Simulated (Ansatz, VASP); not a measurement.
One calculation of Pt, two programs

File INCAR:

```
SYSTEM = Pt
ALGO     = Normal         ! electronic algorithm
EDIFF    = 1E-6           ! SCF threshold, eV
ENCUT    = 520            ! plane-wave cutoff, eV
GGA      = CA             ! functional
ISIF     = 2              ! what is computed and relaxed
ISMEAR   = -1             ! smearing method
LASPH    = .TRUE.         ! aspherical terms in the spheres
LCHARG   = .FALSE.        ! write CHGCAR
LREAL    = .FALSE.        ! projectors in reciprocal space
LWAVE    = .FALSE.        ! write WAVECAR
NBANDS   = 11             ! bands
NELM     = 80             ! most SCF steps
PREC     = Accurate       ! precision mode
SIGMA    = 0.15           ! smearing width, eV
```

KPOINTS

```
k-points
0
G
  20 20 20
  0 0 0
```

The input POSCAR:

```
Pt
1.0
    0.0000000000      1.9615412406      1.9615412406
    1.9615412406      0.0000000000      1.9615412406
    1.9615412406      1.9615412406      0.0000000000
Pt
1
Direct
    0.0000000000      0.0000000000      0.0000000000
```

Input for Ansatz:

```yaml
crystal:
  lattice:
    - [0.0, 1.9615412406, 1.9615412406]
    - [1.9615412406, 0.0, 1.9615412406]
    - [1.9615412406, 1.9615412406, 0.0]
  atoms:
    - { symbol: Pt, position: [0.0, 0.0, 0.0] }
basis:
  ecutwfc: 420
kpoints:
  mp_grid: { grid: [20, 20, 20] }
hamiltonian:
  xc: lda
scf:
  occupations: { method: fermi_dirac, width: 0.15 }
output:
  forces: true
  stress: true
  eigenvalues: true
```

Alike in both runs: task single point; functional LDA; k mesh 20 × 20 × 20; occupations fermi-dirac, width 0.15 eV; no spin polarisation.

```csv
,VASP,Ansatz
version,VASP 6.6.1,Ansatz 0.2.0
potentials or method,"VASP PAW LDA potentials, release 64 (Pt), cutoff 520 eV","scalar-relativistic, plane waves, PAW"
valence electrons in the cell,10,18
```

```tsv
	VASP	Ansatz	Ansatz less VASP
gap on the k mesh at the Fermi level (eV)	none	none	-
pressure (GPa)	-5.0	-5.7	-0.69
```

LDA's correlation is that of Perdew and Zunger in VASP and of Perdew and Wang (1992) in Ansatz. A gap of «none» marks a metal or a gap that the smearing closes. VASP's potentials hold 10 valence electrons a cell and Ansatz's 18, so a difference there can come from the potentials and not from the codes.

Neither program's run includes spin-orbit coupling.
